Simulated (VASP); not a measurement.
A run of VASP 6.6.1:

Contents of INCAR:

```
  PREC = Accurate
  ENCUT = 520
  EDIFF = 1E-6
  ISMEAR = -1
  SIGMA = 0.02
  LREAL = False
  LASPH = True
  NELM = 80
  ALGO = Normal
  ISIF = 2
  LWAVE = False
  LCHARG = False
  GGA = PE
  IVDW = 12
  NBANDS = 33
```

File KPOINTS:

```
regular mesh
0
Gamma
  1 1 1
```

Contents of POSCAR:

```
H9ClO4
1.0
    5.5504990000      0.0000000000      0.0000000000
    0.0000000000      5.5504990000      0.0000000000
    0.0000000000      0.0000000000      5.5504990000
O H Cl
4 9 1
Direct
   -0.1664895354      0.1216647368      0.4693812214
    0.6666067321      0.9124585015     -0.1063327820
    0.3037204403      0.2987118816      0.8128458360
    0.4890731446      0.5678408374      0.4621025965
   -0.0381046821      0.0526258990      0.4172777979
   -0.2643546103     -0.0244842851      0.4999550491
    0.8527521580      0.9059005325     -0.0710566744
    0.5897127447      1.0678499357     -0.1055220441
    0.1694982739      0.2810197786      0.9354834583
    0.3042248994      0.4526800203      0.7340961596
    0.3819296247      0.5640934266      0.3112332783
    0.5745069047      0.4145573218      0.4839384711
    0.5838754317      0.7792452534     -0.0060535098
    0.1781461451      0.7656068400      0.0950545167
```

Potentials or basis: VASP PAW PBE potentials, release 64 (O, H, Cl).

Launch:

```bash
$ cat potpaw_PBE.64/O/POTCAR potpaw_PBE.64/H/POTCAR potpaw_PBE.64/Cl/POTCAR > POTCAR
$ mpirun -np 1 vasp_gam > vasp.out
```

Hardware: 1 thread of Intel(R) Xeon(R) 6975P-C (Granite Rapids), with other jobs on the host.

Question: How long does it take, and how much memory?

Answer: Wall time 7.7 s on 1 thread of Intel(R) Xeon(R) 6975P-C (Granite Rapids) (shared host), peak memory 0.23 GiB. Counts: scf iterations 15, k points 1.
